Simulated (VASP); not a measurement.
# ZrInS3 (P4mm) in VASP: notebook

ZrInS3 is run at these levels: PBE; tasks: single point, relaxation of cell and atoms.

Program: VASP 6.6.1. These are calculated values, not measurements. Logs are shortened: lines on timing, memory, paths and dates and some standing lists are left out, and cuts for length are marked.

### Step 1. The cell of the first run

Symmetry: P4mm, No. 99, tetragonal system. The conventional cell has a = 4.399 Å, b = 4.399 Å, c = 5.566 Å, α = 90.00°, β = 90.00°, γ = 90.00°. Within 4.2 Å of Zr (site symmetry 4mm) lie 12 S at 3.17 to 3.55 Å and 4 In at 3.64 Å. Within 3.1 Å of In (site symmetry 4mm) lie 6 S at 2.38 to 3.10 Å. Within 3.3 Å of S (site symmetry 4mm) lie 2 In at 2.47 to 3.10 Å and 4 S at 3.11 Å and 4 Zr at 3.17 Å. Within 3.1 Å of S (site symmetry 2mm) lie 2 In at 2.38 Å.

### Step 2. Single point, PBE

Contents of INCAR:

```
  PREC = Accurate
  ENCUT = 520
  EDIFF = 1E-6
  ISMEAR = 0
  SIGMA = 0.1
  LREAL = F
  LASPH = T
  NELM = 100
  ALGO = Normal
  ISIF = 2
  LWAVE = F
  LCHARG = F
  GGA = PE
  NBANDS = 30
```

Contents of KPOINTS:

```
regular mesh
0
Gamma
  4 4 4
```

Contents of POSCAR:

```
ZrInS3
1.0
    4.3986809100      0.0000000000      0.0000000000
    0.0000000000      4.3986809100      0.0000000000
    0.0000000000      0.0000000000      5.5658917000
Zr In S
1 1 3
Direct
    0.0000000000      0.0000000000      0.0000000000
    0.5000000000      0.5000000000      0.6620000000
    0.5000000000      0.5000000000      0.1059000000
    0.0000000000      0.5000000000      0.5000000000
    0.5000000000      0.0000000000      0.5000000000
```

Potentials or basis: VASP PAW PBE potentials, release 64 (Zr_sv, In_d, S).

Launch:

```bash
$ cat potpaw_PBE.64/Zr_sv/POTCAR potpaw_PBE.64/In_d/POTCAR potpaw_PBE.64/S/POTCAR > POTCAR
$ mpirun -np 1 vasp_std > vasp.out
```

OUTCAR:

```text
PREC = Accurate
   ENCUT = 520
   EDIFF = 1E-6
   ISMEAR = 0
   LREAL = F
   LASPH = T
   NELM = 100
   ISIF = 2
   GGA = PE

 ion  position               nearest neighbor table
   1  0.000  0.000  0.000-   3 3.17   3 3.17   3 3.17   3 3.17   2 3.64   2 3.64   2 3.64   2 3.64

   2  0.500  0.500  0.662-   4 2.38   5 2.38   5 2.38   4 2.38   3 2.47   3 3.10   1 3.64   1 3.64
                             1 3.64   1 3.64
   3  0.500  0.500  0.106-   2 2.47   2 3.10   1 3.17   1 3.17   1 3.17   1 3.17
   4  0.000  0.500  0.500-   2 2.38   2 2.38
   5  0.500  0.000  0.500-   2 2.38   2 2.38

  LATTYP: Found a simple tetragonal cell.
 ALAT       =     4.3986809100
 C/A-ratio  =     1.2653547311

  Lattice vectors:

 A1 = (   4.3986809100,   0.0000000000,   0.0000000000)
 A2 = (   0.0000000000,   4.3986809100,   0.0000000000)
 A3 = (   0.0000000000,   0.0000000000,   5.5658917000)

Analysis of symmetry for initial positions (statically):
=====================================================================
 Subroutine PRICEL returns:
 Original cell was already a primitive cell.

 Routine SETGRP: Setting up the symmetry group for a
 simple tetragonal supercell.

 Subroutine GETGRP returns: Found  8 space group operations
 (whereof  8 operations were pure point group operations)
 out of a pool of 16 trial point group operations.

The static configuration has the point symmetry C_4v.

Analysis of symmetry for dynamics (positions and initial velocities):
=====================================================================
 Subroutine PRICEL returns:
 Original cell was already a primitive cell.

 Routine SETGRP: Setting up the symmetry group for a
 simple tetragonal supercell.

 Subroutine GETGRP returns: Found  8 space group operations
 (whereof  8 operations were pure point group operations)
 out of a pool of 16 trial point group operations.

The dynamic configuration has the point symmetry C_4v.

 Subroutine INISYM returns: Found  8 space group operations
 (whereof  8 operations are pure point group operations),
 and found     1 'primitive' translations

----------------------------------------------------------------------------------------

                                     Primitive cell

  volume of cell :     107.6911

  direct lattice vectors                    reciprocal lattice vectors
     4.398680910  0.000000000  0.000000000     0.227340883  0.000000000  0.000000000
     0.000000000  4.398680910  0.000000000     0.000000000  0.227340883  0.000000000
     0.000000000  0.000000000  5.565891700     0.000000000  0.000000000  0.179665731

  length of vectors
     4.398680910  4.398680910  5.565891700     0.227340883  0.227340883  0.179665731

  position of ions in fractional coordinates (direct lattice)
     0.000000000  0.000000000  0.000000000
     0.500000000  0.500000000  0.662000000
     0.500000000  0.500000000  0.105900000
     0.000000000  0.500000000  0.500000000
     0.500000000  0.000000000  0.500000000

  ion indices of the primitive-cell ions
   primitive index   ion index
                 1           1
                 2           2
                 3           3
                 4           4
                 5           5

----------------------------------------------------------------------------------------

 KPOINTS: regular mesh

Automatic generation of k-mesh.
 Grid dimensions read from file:
 generate k-points for:    4    4    4

 Generating k-lattice:

  Cartesian coordinates                     Fractional coordinates (reciprocal lattice)
     0.056835221  0.000000000  0.000000000     0.250000000  0.000000000  0.000000000
     0.000000000  0.056835221  0.000000000     0.000000000  0.250000000  0.000000000
     0.000000000  0.000000000  0.044916433     0.000000000  0.000000000  0.250000000

  Length of vectors
     0.056835221  0.056835221  0.044916433

  Shift w.r.t. Gamma in fractional coordinates (k-lattice)
     0.000000000  0.000000000  0.000000000

 Subroutine IBZKPT returns following result:
 ===========================================

 Found     18 irreducible k-points:

 Following reciprocal coordinates:
            Coordinates               Weight
  0.000000  0.000000  0.000000      1.000000
  0.250000  0.000000  0.000000      4.000000
  0.500000  0.000000  0.000000      2.000000
  0.250000  0.250000  0.000000      4.000000
  0.500000  0.250000  0.000000      4.000000
  0.500000  0.500000  0.000000      1.000000
[... 10 lines left out ...]
  0.500000  0.250000  0.500000      4.000000
  0.500000  0.500000  0.500000      1.000000
   k-points           NKPTS =     18   k-points in BZ     NKDIM =     18   number of bands    NBANDS=     30
   number of dos      NEDOS =    301   number of ions     NIONS =      5
   total plane-waves  NPLWV =  54432
   dimension x,y,z NGX =    36 NGY =   36 NGZ =   42
   dimension x,y,z NGXF=    72 NGYF=   72 NGZF=   84
   ions per type =               1   1   3
   NGX,Y,Z   is equivalent  to a cutoff of  13.61, 13.61, 12.54 a.u.
   NGXF,Y,Z  is equivalent  to a cutoff of  27.21, 27.21, 25.09 a.u.
 SYSTEM =  unknown system
   PREC   = accura    normal or accurate (medium, high low for compatibility)
   ISTART =      0    job   : 0-new  1-cont  2-samecut
   ICHARG =      2    charge: 1-file 2-atom 10-const
   ISPIN  =      1    spin polarized calculation?
   LNONCOLLINEAR =      F non collinear calculations
   LSORBIT =      F    spin-orbit coupling
   LASPH  =      T    aspherical Exc in radial PAW
   ENCUT  =  520.0 eV  38.22 Ry    6.18 a.u.   8.18  8.18 10.35*2*pi/ulx,y,z
   NELM   =    100;   NELMIN=  2; NELMDL= -5     # of ELM steps
   EDIFF  = 0.1E-05   stopping-criterion for ELM
   LREAL  =      F    real-space projection
   EDIFFG = 0.1E-04   stopping-criterion for IOM
   NSW    =      0    number of steps for IOM
   IBRION =     -1    ionic relax: 0-MD 1-quasi-New 2-CG
   NFREE  =      0    steps in history (QN), initial steepest desc. (CG)
   ISIF   =      2    stress and relaxation
   ISYM   =      2    0-nonsym 1-usesym 2-fastsym
   POTIM  = 0.5000    time-step for ionic-motion
   TEBEG  =    0.0;   TEEND  =   0.0 temperature during run
   PSTRESS=    0.0 pullay stress
   NELECT =      43.0000    total number of electrons
   NUPDOWN=      -1.0000    fix difference up-down
   EMIN   =  10.00;   EMAX   =-10.00  energy-range for DOS
   EFERMI =   0.00;   METHOD = LEGACY
   ISMEAR =     0;   SIGMA  =   0.10  broadening in eV -4-tet -1-fermi 0-gaus
   EFERMI_NEDOS =   21; number of points for ismear=-14 and -15
   IALGO  =     38    algorithm
   IMIX   =      4    mixing-type and parameters
     AMIX     =   0.40;   BMIX     =  1.00
     AMIX_MAG =   1.60;   BMIX_MAG =  1.00
  volume/ion in A,a.u.               =      21.54       145.35
  Fermi-wavevector in a.u.,A,eV,Ry     =   1.205511  2.278085 19.772751  1.453256
  Thomas-Fermi vector in A             =   2.341205
   LORBIT       =      0    0 simple, 1 ext, 2 COOP (PROOUT), +10 PAW based schemes
   GGA     = PE    functional components
   LHFCALC =     F    Hartree Fock is set to
   AEXX    =    0.0000 exact exchange contribution
   IVDW    =     0    specifies the selected vdW correction
   LEPSILON=     F    determine dielectric tensor
   LRPA    =     F    only Hartree local field effects (RPA)
 non-spin polarized calculation
 Gauss-broadening in eV      SIGMA  =   0.10
  energy-cutoff  :      520.00
  volume of cell :      107.69
 maximum number of plane-waves:      2936
 NGX is ok and might be reduce to    36
   NGX = 17   NGY = 17   NGZ = 21

 number of electron      42.9999998 magnetization

 Free energy of the ion-electron system (eV)
  ---------------------------------------------------
  ext. energy  EPLUGINS =         0.00000000
  ---------------------------------------------------
  free energy    TOTEN  =       -21.91937433 eV

  energy without entropy =      -21.88970764  energy(sigma->0) =      -21.90454098

 E-fermi :   7.1852     XC(G=0): -10.1812

 val. band max:        7.1851857845   @ k =   0.5000   0.5000   0.0000
 cond. band min:       7.1869209625   @ k =   0.5000   0.5000   0.2500
 fundamental gap:      0.0017351780
 Fermi energy:         7.1852183627

 k-point     1 :       0.0000    0.0000    0.0000
  band No.  band energies     occupation
      1     -43.9456      2.00000
      2     -21.9094      2.00000
      3     -21.8387      2.00000
      4     -21.8387      2.00000
      5      -8.3571      2.00000
      6      -8.1432      2.00000
[... 22 lines left out ...]
     29      12.1598      0.00000
     30      12.1598      0.00000

 k-point     2 :       0.2500    0.0000    0.0000
  band No.  band energies     occupation
      1     -43.9454      2.00000
      2     -21.9087      2.00000
      3     -21.8472      2.00000
      4     -21.8379      2.00000
      5      -8.3057      2.00000
      6      -8.0974      2.00000
[... 22 lines left out ...]
     29      11.9940      0.00000
     30      12.0305      0.00000

 k-point     3 :       0.5000    0.0000    0.0000
  band No.  band energies     occupation
      1     -43.9451      2.00000
      2     -21.9079      2.00000
      3     -21.8556      2.00000
      4     -21.8371      2.00000
      5      -8.2728      2.00000
      6      -8.0077      2.00000
[... 22 lines left out ...]
     29      11.0890      0.00000
     30      12.3533      0.00000

 k-point     4 :       0.2500    0.2500    0.0000
  band No.  band energies     occupation
      1     -43.9451      2.00000
      2     -21.9080      2.00000
      3     -21.8463      2.00000
      4     -21.8458      2.00000
      5      -8.2108      2.00000
      6      -8.0766      2.00000
[... 22 lines left out ...]
     29      11.9977      0.00000
     30      12.4181      0.00000

 k-point     5 :       0.5000    0.2500    0.0000
  band No.  band energies     occupation
      1     -43.9449      2.00000
      2     -21.9073      2.00000
      3     -21.8542      2.00000
      4     -21.8449      2.00000
      5      -8.1421      2.00000
      6      -8.0027      2.00000
[... 22 lines left out ...]
     29      11.1802      0.00000
     30      11.3719      0.00000
[... 328 lines left out ...]
     29      11.7886      0.00000
     30      12.0992      0.00000

 k-point    16 :       0.2500    0.2500    0.5000
  band No.  band energies     occupation
      1     -43.9451      2.00000
      2     -21.9087      2.00000
      3     -21.8462      2.00000
      4     -21.8457      2.00000
      5      -8.2115      2.00000
      6      -8.0965      2.00000
[... 22 lines left out ...]
     29      11.0283      0.00000
     30      12.2151      0.00000

 k-point    17 :       0.5000    0.2500    0.5000
  band No.  band energies     occupation
      1     -43.9449      2.00000
      2     -21.9080      2.00000
      3     -21.8540      2.00000
      4     -21.8449      2.00000
      5      -8.1575      2.00000
      6      -8.0076      2.00000
[... 22 lines left out ...]
     29      11.7442      0.00000
     30      12.1815      0.00000

 k-point    18 :       0.5000    0.5000    0.5000
  band No.  band energies     occupation
      1     -43.9446      2.00000
      2     -21.9072      2.00000
      3     -21.8527      2.00000
      4     -21.8527      2.00000
      5      -7.9981      2.00000
      6      -7.9981      2.00000
[... 22 lines left out ...]
     29      12.1880      0.00000
     30      12.1880      0.00000

------------------------ aborting loop because EDIFF is reached ----------------------------------------

  FORCE on cell =-STRESS in cart. coord.  units (eV):
  Direction    XX          YY          ZZ          XY          YZ          ZX
  --------------------------------------------------------------------------------------
  -------------------------------------------------------------------------------------
  Total        5.5639690      5.5639690     -1.6122315      0.0000000      0.0000000      0.0000000
  in kB       82.7781301     82.7781301    -23.9860266      0.0000000      0.0000000      0.0000000
  external PRESSURE =      47.1900778 kB  Pullay stress =       0.0000000 kB

 VOLUME and BASIS-vectors are now :
 -----------------------------------------------------------------------------
  energy-cutoff  :      520.00
  volume of cell :      107.69
      direct lattice vectors                 reciprocal lattice vectors
     4.398680910  0.000000000  0.000000000     0.227340883  0.000000000  0.000000000
     0.000000000  4.398680910  0.000000000     0.000000000  0.227340883  0.000000000
     0.000000000  0.000000000  5.565891700     0.000000000  0.000000000  0.179665731

 POSITION                                       TOTAL-FORCE (eV/Angst)
 -----------------------------------------------------------------------------------
      0.00000      0.00000      0.00000         0.000000      0.000000      0.743127
      2.19934      2.19934      3.68462         0.000000      0.000000      1.524354
      2.19934      2.19934      0.58943         0.000000     -0.000000     -1.351024
      0.00000      2.19934      2.78295         0.000000      0.000000     -0.458228
      2.19934      0.00000      2.78295         0.000000      0.000000     -0.458228
 -----------------------------------------------------------------------------------
    total drift:                                0.000000      0.000000      0.000212

  FREE ENERGIE OF THE ION-ELECTRON SYSTEM (eV)
  ---------------------------------------------------
  free  energy   TOTEN  =       -21.9193743309 eV

  energy  without entropy=      -21.8897076359  energy(sigma->0) =      -21.90454098
```

Run time: 72 s. Hardware: 1 thread of Intel Xeon Platinum 8259CL at 2.50GHz (Skylake/Cascade Lake), shared host; peak memory 0.24 GiB.

Results:

| Property | Result |
| --- | --- |
| Free energy | -21.9194 eV |
| Pressure | 4.7 GPa |
| Largest force | 1.524 eV/Å |

Forces in eV/Å, atoms in the order of the input:
```
Zr   0.000  0.000  0.743
In   0.000  0.000  1.524
S    0.000  0.000 -1.351
S    0.000  0.000 -0.458
S    0.000  0.000 -0.458
```

Stress tensor (GPa, compression positive):
```
 8.28  0.00  0.00
 0.00  8.28  0.00
 0.00  0.00 -2.40
```

Caveat: spin-orbit coupling is left out, which moves the levels of the heavy elements; forces of over 1 eV/Å act on the atoms, so gaps and moduli don't describe the material at rest.

### Step 3. Single point, PBE

This run uses another cell than the first one, of 25.09 Å³/atom, 1.165 times its volume.

Contents of INCAR:

```
SYSTEM = ZrInS3
  ALGO = Normal
  EDIFF = 1E-6
  ENCUT = 520
  GGA = PE
  ISIF = 2
  ISMEAR = 0
  LASPH = .TRUE.
  LCHARG = .FALSE.
  LREAL = .FALSE.
  LWAVE = .FALSE.
  NBANDS = 30
  NELM = 100
  PREC = Accurate
  SIGMA = 0.1
```

Contents of KPOINTS:

```
k-points
0
G
  4 4 4
  0 0 0
```

Contents of POSCAR:

```
ZrInS3
1.0
    4.3954679454      0.0000000000      0.0000000000
    0.0000000000      4.3954679454      0.0000000000
    0.0000000000      0.0000000000      6.4933073071
Zr In S
1 1 3
Direct
    0.0000000000      0.0000000000      0.2257750376
    0.5000000000      0.5000000000      0.6481210718
    0.5000000000      0.5000000000      0.0263928733
    0.0000000000      0.5000000000      0.4338055087
    0.5000000000      0.0000000000      0.4338055087
```

Potentials or basis: VASP PAW PBE potentials, release 64 (Zr_sv, In_d, S).

Launch:

```bash
$ cat potpaw_PBE.64/Zr_sv/POTCAR potpaw_PBE.64/In_d/POTCAR potpaw_PBE.64/S/POTCAR > POTCAR
$ mpirun -np 1 vasp_std > vasp.out
```

Run time: 70 s. Hardware: 1 thread of Intel Xeon Platinum 8259CL at 2.50GHz (Skylake/Cascade Lake), shared host; peak memory 0.27 GiB.

It converged, with:

- Free energy: -26.5568 eV
- Pressure: 0.0 GPa
- Largest force: 0.012 eV/Å

Forces on the atoms (eV/Å):
```
Zr   0.000  0.000  0.011
In   0.000  0.000  0.001
S    0.000  0.000 -0.012
S    0.000  0.000  0.000
S    0.000  0.000  0.000
```

Stress tensor (GPa, compression positive):
```
-0.08  0.00  0.00
 0.00 -0.08  0.00
 0.00  0.00  0.12
```

Levels at points of the mesh, in eV from the Fermi level:
```csv
k point,band 18,band 19,band 20,band 21,band 22,band 23,band 24,band 25
"(0.00, 0.00, 0.00)",-2.79,-2.52,-1.34,-1.34,-0.87,0.20,0.48,2.25
"(0.50, 0.00, 0.00)",-4.12,-3.06,-2.27,-2.01,0.28,0.31,1.07,2.11
"(0.50, 0.50, 0.00)",-3.43,-3.43,-2.31,-0.28,0.34,0.87,1.48,1.48
"(0.00, 0.00, 0.50)",-2.60,-2.60,-1.73,-1.73,0.06,0.20,1.43,2.52
"(0.50, 0.00, 0.50)",-3.75,-2.94,-2.53,-2.31,0.25,0.57,1.36,1.58
"(0.50, 0.50, 0.50)",-2.67,-2.67,-2.31,-0.95,-0.28,0.49,1.42,1.50
```

Caveat: spin-orbit coupling is left out, which moves the levels of the heavy elements.

(Continued in part 2 of 2.)
